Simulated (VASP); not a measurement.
# In (I4/mmm) in VASP: relaxation of shape and atoms at fixed volume with r2SCAN

Aim: the relaxation of shape and atoms at fixed volume of In with r2SCAN.

Everything below comes from runs of VASP 6.6.1. Logs are shortened: lines on timing, memory, paths and dates and some standing lists are left out, and cuts for length are marked.

**1. The cell of the first run**

It takes space group I4/mmm (No. 139, tetragonal). The conventional cell has a = 3.283 Å, b = 3.283 Å, c = 5.153 Å, α = 90.00°, β = 90.00°, γ = 90.00°. Within 4.3 Å of In (site symmetry 4/mmm) lie 12 In at 3.28 to 3.47 Å.

**2. Relaxation of shape and atoms at fixed volume, r2SCAN (27.78 Å³/atom)**

File POSCAR:

```
In
1.0
   -1.6417324582      1.6417324582      2.5762694237
    1.6417324582     -1.6417324582      2.5762694237
    1.6417324582      1.6417324582     -2.5762694237
In
1
Direct
    0.0000000000      0.0000000000      0.0000000000
```

File INCAR.step1:

```
SYSTEM = In
PREC = Accurate
ENCUT = 600
ISMEAR = 0
SIGMA = 0.1
LREAL = .FALSE.
LASPH = .TRUE.
NELM = 80
GGA = PE
ALGO = Normal
EDIFF = 1E-4
LWAVE = .TRUE.
LCHARG = .FALSE.
```

File INCAR.step2:

```
SYSTEM = In
PREC = Accurate
ENCUT = 600
EDIFF = 1E-7
ISMEAR = 0
SIGMA = 0.1
LREAL = .FALSE.
LASPH = .TRUE.
NELM = 80
ALGO = Normal
ISIF = 4
LWAVE = .FALSE.
LCHARG = .FALSE.
METAGGA = R2SCAN
LMIXTAU = .TRUE.
IBRION = 2
NSW = 50
EDIFFG = -0.01
ISTART = 1
```

File KPOINTS:

```
regular mesh
0
G
  18 18 18
  0 0 0
```

Potentials or basis: VASP PAW PBE potentials, release 64 (In_d).

Run with:

```console
$ cat potpaw_PBE.64/In_d/POTCAR > POTCAR
$ cp INCAR.step1 INCAR
$ mpirun -np 1 vasp_std > vasp.out
$ cp INCAR.step2 INCAR
$ mpirun -np 1 vasp_std > vasp.out
```

OUTCAR:

```text
SYSTEM = In
   PREC = Accurate
   ENCUT = 600
   EDIFF = 1E-7
   ISMEAR = 0
   LREAL = .FALSE.
   LASPH = .TRUE.
   NELM = 80
   ISIF = 4
   METAGGA = R2SCAN
   IBRION = 2
   NSW = 50
   EDIFFG = -0.01
   ISTART = 1

 ion  position               nearest neighbor table
   1  0.000  0.000  0.000-

  LATTYP: Found a body centered tetragonal cell.
 ALAT       =     3.2834649164
 C/A-ratio  =     1.5692382829

  Lattice vectors:

 A1 = (  -1.6417324582,   1.6417324582,   2.5762694237)
 A2 = (   1.6417324582,  -1.6417324582,   2.5762694237)
 A3 = (   1.6417324582,   1.6417324582,  -2.5762694237)

Analysis of symmetry for initial positions (statically):
=====================================================================
 Subroutine PRICEL returns:
 Original cell was already a primitive cell.

 Routine SETGRP: Setting up the symmetry group for a
 body centered tetragonal supercell.

 Subroutine GETGRP returns: Found 16 space group operations
 (whereof 16 operations were pure point group operations)
 out of a pool of 16 trial point group operations.

The static configuration has the point symmetry D_4h.

Analysis of symmetry for dynamics (positions and initial velocities):
=====================================================================
 Subroutine PRICEL returns:
 Original cell was already a primitive cell.

 Routine SETGRP: Setting up the symmetry group for a
 body centered tetragonal supercell.

 Subroutine GETGRP returns: Found 16 space group operations
 (whereof 16 operations were pure point group operations)
 out of a pool of 16 trial point group operations.

The dynamic configuration has the point symmetry D_4h.

 Subroutine INISYM returns: Found 16 space group operations
 (whereof 16 operations are pure point group operations),
 and found     1 'primitive' translations

----------------------------------------------------------------------------------------

                                     Primitive cell

  volume of cell :      27.7751

  direct lattice vectors                    reciprocal lattice vectors
    -1.641732458  1.641732458  2.576269424     0.000000000  0.304556323  0.194079080
     1.641732458 -1.641732458  2.576269424     0.304556323  0.000000000  0.194079080
     1.641732458  1.641732458 -2.576269424     0.304556323  0.304556323  0.000000000

  length of vectors
     3.468102518  3.468102518  3.468102518     0.361138814  0.361138814  0.430707682

  position of ions in fractional coordinates (direct lattice)
     0.000000000  0.000000000  0.000000000

  ion indices of the primitive-cell ions
   primitive index   ion index
                 1           1

----------------------------------------------------------------------------------------

 KPOINTS: regular mesh

Automatic generation of k-mesh.
 Grid dimensions read from file:
 generate k-points for:   18   18   18

 Generating k-lattice:

  Cartesian coordinates                     Fractional coordinates (reciprocal lattice)
     0.000000000  0.016919796  0.010782171     0.055555556  0.000000000  0.000000000
     0.016919796  0.000000000  0.010782171     0.000000000  0.055555556  0.000000000
     0.016919796  0.016919796  0.000000000     0.000000000  0.000000000  0.055555556

  Length of vectors
     0.020063267  0.020063267  0.023928205

  Shift w.r.t. Gamma in fractional coordinates (k-lattice)
     0.000000000  0.000000000  0.000000000

 Subroutine IBZKPT returns following result:
 ===========================================

 Found    480 irreducible k-points:

 Following reciprocal coordinates:
            Coordinates               Weight
  0.000000  0.000000  0.000000      1.000000
  0.055556  0.000000 -0.000000      8.000000
  0.111111  0.000000 -0.000000      8.000000
  0.166667  0.000000 -0.000000      8.000000
  0.222222 -0.000000  0.000000      8.000000
  0.277778  0.000000 -0.000000      8.000000
[... 16 lines left out ...]
 -0.277778  0.055556  0.000000     16.000000
 -0.222222  0.055556 -0.000000     16.000000
 [... further k-points ...]
   k-points           NKPTS =    480   k-points in BZ     NKDIM =    480   number of bands    NBANDS=     10
   number of dos      NEDOS =    301   number of ions     NIONS =      1
   total plane-waves  NPLWV =  21952
   dimension x,y,z NGX =    28 NGY =   28 NGZ =   28
   dimension x,y,z NGXF=    56 NGYF=   56 NGZF=   56
   ions per type =               1
   NGX,Y,Z   is equivalent  to a cutoff of  13.42, 13.42, 13.42 a.u.
   NGXF,Y,Z  is equivalent  to a cutoff of  26.84, 26.84, 26.84 a.u.
 SYSTEM =  In
   PREC   = accura    normal or accurate (medium, high low for compatibility)
   ISTART =      1    job   : 0-new  1-cont  2-samecut
   ICHARG =      0    charge: 1-file 2-atom 10-const
   ISPIN  =      1    spin polarized calculation?
   LNONCOLLINEAR =      F non collinear calculations
   LSORBIT =      F    spin-orbit coupling
   LASPH  =      T    aspherical Exc in radial PAW
   ENCUT  =  600.0 eV  44.10 Ry    6.64 a.u.   6.93  6.93  6.93*2*pi/ulx,y,z
   NELM   =     80;   NELMIN=  2; NELMDL=  0     # of ELM steps
   EDIFF  = 0.1E-06   stopping-criterion for ELM
   LREAL  =      F    real-space projection
   EDIFFG = -.1E-01   stopping-criterion for IOM
   NSW    =     50    number of steps for IOM
   IBRION =      2    ionic relax: 0-MD 1-quasi-New 2-CG
   NFREE  =      1    steps in history (QN), initial steepest desc. (CG)
   ISIF   =      4    stress and relaxation
   ISYM   =      2    0-nonsym 1-usesym 2-fastsym
   POTIM  = 0.5000    time-step for ionic-motion
   TEBEG  =    0.0;   TEEND  =   0.0 temperature during run
   PSTRESS=    0.0 pullay stress
   NELECT =      13.0000    total number of electrons
   NUPDOWN=      -1.0000    fix difference up-down
   EMIN   =  10.00;   EMAX   =-10.00  energy-range for DOS
   EFERMI =   0.00;   METHOD = LEGACY
   ISMEAR =     0;   SIGMA  =   0.10  broadening in eV -4-tet -1-fermi 0-gaus
   EFERMI_NEDOS =   21; number of points for ismear=-14 and -15
   IALGO  =     38    algorithm
   IMIX   =      4    mixing-type and parameters
     AMIX     =   0.40;   BMIX     =  1.00
     AMIX_MAG =   1.60;   BMIX_MAG =  1.00
  volume/ion in A,a.u.               =      27.78       187.44
  Fermi-wavevector in a.u.,A,eV,Ry     =   1.271073  2.401980 21.981945  1.615627
  Thomas-Fermi vector in A             =   2.404026
   LORBIT       =      0    0 simple, 1 ext, 2 COOP (PROOUT), +10 PAW based schemes
   METAGGA = R2SCAN    functional components
   LHFCALC =     F    Hartree Fock is set to
   AEXX    =    0.0000 exact exchange contribution
   IVDW    =     0    specifies the selected vdW correction
   LEPSILON=     F    determine dielectric tensor
   LRPA    =     F    only Hartree local field effects (RPA)
 conjugate gradient relaxation of ions
 non-spin polarized calculation
 Gauss-broadening in eV      SIGMA  =   0.10
  energy-cutoff  :      600.00
  volume of cell :       27.78
 maximum number of plane-waves:       946
   NGX = 13   NGY = 13   NGZ = 13

--------------------------------------- Ionic step        1  -------------------------------------------

 number of electron      12.9999996 magnetization

 Free energy of the ion-electron system (eV)
  ---------------------------------------------------
  ext. energy  EPLUGINS =         0.00000000
  ---------------------------------------------------
  free energy    TOTEN  =       -22.56575680 eV

  energy without entropy =      -22.56340559  energy(sigma->0) =      -22.56458120

------------------------ aborting loop because EDIFF is reached ----------------------------------------

  FORCE on cell =-STRESS in cart. coord.  units (eV):
  Direction    XX          YY          ZZ          XY          YZ          ZX
  --------------------------------------------------------------------------------------
  -------------------------------------------------------------------------------------
  Total       -0.3616837     -0.3616837     -0.3389924      0.0000000      0.0000000      0.0000000
  in kB      -20.8633236    -20.8633236    -19.5544016      0.0000000      0.0000000      0.0000000
  external PRESSURE =     -20.4270163 kB  Pullay stress =       0.0000000 kB
[... 55 lines left out ...]
  energy  without entropy=      -22.5634208722  energy(sigma->0) =      -22.56459668

--------------------------------------- Ionic step        3  -------------------------------------------

 number of electron      12.9999996 magnetization

 Free energy of the ion-electron system (eV)
  ---------------------------------------------------
  ext. energy  EPLUGINS =         0.00000000
  ---------------------------------------------------
  free energy    TOTEN  =       -22.56580753 eV

  energy without entropy =      -22.56344829  energy(sigma->0) =      -22.56462791

 E-fermi :   6.8177     XC(G=0): -10.7572

 val. band max:        6.8123400957   @ k =   0.3333   0.3333  -0.0000
 cond. band min:       6.8187591615   @ k =  -0.3333   0.3333   0.2222
 fundamental gap:      0.0064190658
 Fermi energy:         6.8176532296

 k-point     1 :       0.0000    0.0000    0.0000
  band No.  band energies     occupation
      1      -8.4525      2.00000
      2      -8.3075      2.00000
      3      -8.3075      2.00000
      4      -8.2832      2.00000
      5      -8.1335      2.00000
      6      -2.7944      2.00000
      7      17.4143      0.00000
      8      17.4143      0.00000
      9      17.6076      0.00000
     10      18.9635      0.00000
[... 287 lines left out ...]
 k-point    24 :      -0.2222    0.0556   -0.0000
  band No.  band energies     occupation
      1      -8.3911      2.00000
      2      -8.3442      2.00000
      3      -8.2689      2.00000
      4      -8.2209      2.00000
      5      -8.1595      2.00000
      6      -1.7807      2.00000
      7      11.5282      0.00000
      8      15.1303      0.00000
      9      16.5865      0.00000
     10      18.9051      0.00000

 [... further k-points ...]

------------------------ aborting loop because EDIFF is reached ----------------------------------------

  FORCE on cell =-STRESS in cart. coord.  units (eV):
  Direction    XX          YY          ZZ          XY          YZ          ZX
  --------------------------------------------------------------------------------------
  -------------------------------------------------------------------------------------
  Total       -0.3583855     -0.3583855     -0.3468034      0.0000000      0.0000000      0.0000000
  in kB      -20.6730707    -20.6730707    -20.0049699      0.0000000      0.0000000      0.0000000
  external PRESSURE =     -20.4503704 kB  Pullay stress =       0.0000000 kB
[... 16 lines left out ...]
  FREE ENERGIE OF THE ION-ELECTRON SYSTEM (eV)
  ---------------------------------------------------
  free  energy   TOTEN  =       -22.5658075304 eV

  energy  without entropy=      -22.5634482892  energy(sigma->0) =      -22.56462791

 reached required accuracy - stopping structural energy minimisation
```

Wall time 32 min (1 thread of Oxide Virtual Turin-like, shared host); peak memory 0.27 GiB.

What came out:

| Property | Result |
| --- | --- |
| Free energy | -22.5658 eV |
| Energy gained by relaxing | 0.1 meV/atom |
| Ionic steps | 3 |
| Pressure after relaxing | -2.0 GPa |
| Band gap on the k mesh | zero (an odd number of electrons rules out a gap without spin polarisation) |

Final structure:
```
In
1.0
    -1.63944    1.63944    2.58347
     1.63944   -1.63944    2.58347
     1.63944    1.63944   -2.58347
In
1
Direct
  0.00000 0.00000 0.00000
```

Caveat: the PAW data sets were made with another functional, which shifts forces and pressure a little; spin-orbit coupling is left out, which moves the levels of the heavy elements.
